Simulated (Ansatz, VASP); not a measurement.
Two plane-wave programs on CaSn3Se4

```
CELL_PARAMETERS angstrom
5.98081 0.00000 0.00000
0.00000 5.98081 0.00000
0.00000 0.00000 5.98081
ATOMIC_POSITIONS crystal
Sn 0.50000 0.00000 0.00000
Sn 0.00000 0.50000 0.00000
Sn 0.00000 0.00000 0.50000
Se 0.00000 0.50000 0.50000
Se 0.50000 0.00000 0.50000
Se 0.50000 0.50000 0.00000
Se 0.00000 0.00000 0.00000
Ca 0.50000 0.50000 0.50000
```

Alike in both runs: task single point; functional PBE; k mesh 4 × 4 × 4; occupations fermi-dirac, width 0.02 eV; no spin polarisation.

|  | VASP | Ansatz |
| --- | --- | --- |
| version | VASP 6.6.1 | Ansatz 0.2.0 |
| potentials or method | VASP PAW PBE potentials, release 64 (Sn_d, Se, Ca_sv) | plane waves, PAW |
| plane-wave cutoff (eV) | 520 | 420 |
| valence electrons in the cell | 76 | 116 |

```csv
,VASP,Ansatz,Ansatz less VASP
pressure (GPa),1.6,1.6,-0.04
```

The functional is the same, so the differences come from potentials, cutoffs and numerics. VASP's potentials hold 76 valence electrons a cell and Ansatz's 116, so a difference there can come from the potentials and not from the codes.
